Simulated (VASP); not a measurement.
Here is a VASP 6.6.1 calculation.

INCAR

```
SYSTEM = Al2Cu
  PREC = Accurate
  ENCUT = 520
  EDIFF = 1E-6
  ISMEAR = -1
  SIGMA = 0.15
  LREAL = .FALSE.
  LASPH = .TRUE.
  NELM = 80
  ALGO = Normal
  ISIF = 2
  LWAVE = .FALSE.
  LCHARG = .FALSE.
  GGA = PE
  NBANDS = 16
```

File KPOINTS:

```
Automatic mesh
0
G
  14 14 14
  0 0 0
```

File POSCAR:

```
Al2Cu
1.0
   -2.0588234897      2.0588234897      2.9116186518
    2.0588234897     -2.0588234897      2.9116186518
    2.0588234897      2.0588234897     -2.9116186518
Al Cu
2 1
Direct
    0.7500000000      0.2500000000      0.5000000000
    0.2500000000      0.7500000000      0.5000000000
    0.5000000000      0.5000000000      0.0000000000
```

Potentials or basis: VASP PAW PBE potentials, release 64 (Al, Cu).

Run with:

```console
$ cat potpaw_PBE.64/Al/POTCAR potpaw_PBE.64/Cu/POTCAR > POTCAR
$ mpirun -np 1 vasp_std > vasp.out
```

(1) Predict the pressure.

(2) Estimate the band gap on the k mesh.

Results:

(1) -1.7 GPa.

(2) zero (an odd number of electrons rules out a gap without spin polarisation).
